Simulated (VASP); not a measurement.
## BaF2: single point with PBE

Crystal: BaF2.

```
Ba F
1.0
     0.00000    3.12250    3.12250
     3.12250    0.00000    3.12250
     3.12250    3.12250    0.00000
Ba F
1 2
Direct
  0.00000 0.00000 0.00000
  0.25000 0.25000 0.25000
  0.75000 0.75000 0.75000
```

```json
{"Program": "VASP 6.6.1", "Task": "single point", "Functional": "PBE", "Potentials or basis": "VASP PAW PBE potentials, release 64 (Ba_sv, F)", "Cutoff": "600 eV", "k mesh": "6 × 6 × 6", "Occupations": "gaussian, width 0.01 eV", "Spin": "no spin polarisation"}
```

```yaml
Pressure: 0.9 GPa
Band_gap_on_the_k_mesh: 6.68 eV (least direct gap 6.74 eV)
```

Levels at points of the mesh, in eV from the valence-band top:
| k point | band 9 | band 10 | band 11 | band 12 | band 13 | band 14 | band 15 | band 16 |
| --- | --- | --- | --- | --- | --- | --- | --- | --- |
| (0.00, 0.00, 0.00) | -1.42 | -0.06 | -0.06 | -0.06 | 6.68 | 9.11 | 9.11 | 11.22 |
| (0.50, 0.00, 0.00) | -0.63 | -0.34 | -0.16 | -0.16 | 8.98 | 9.10 | 9.10 | 9.71 |
| (0.50, 0.50, 0.00) | -0.33 | -0.32 | -0.32 | -0.10 | 7.21 | 8.90 | 10.54 | 11.78 |

Run time: 29 s on 1 thread of Intel Xeon 8259CL, with other jobs on the host, peak memory 0.21 GiB.

Caveat: spin-orbit coupling is left out, which moves the levels of the heavy elements. A k mesh can miss the band edges.
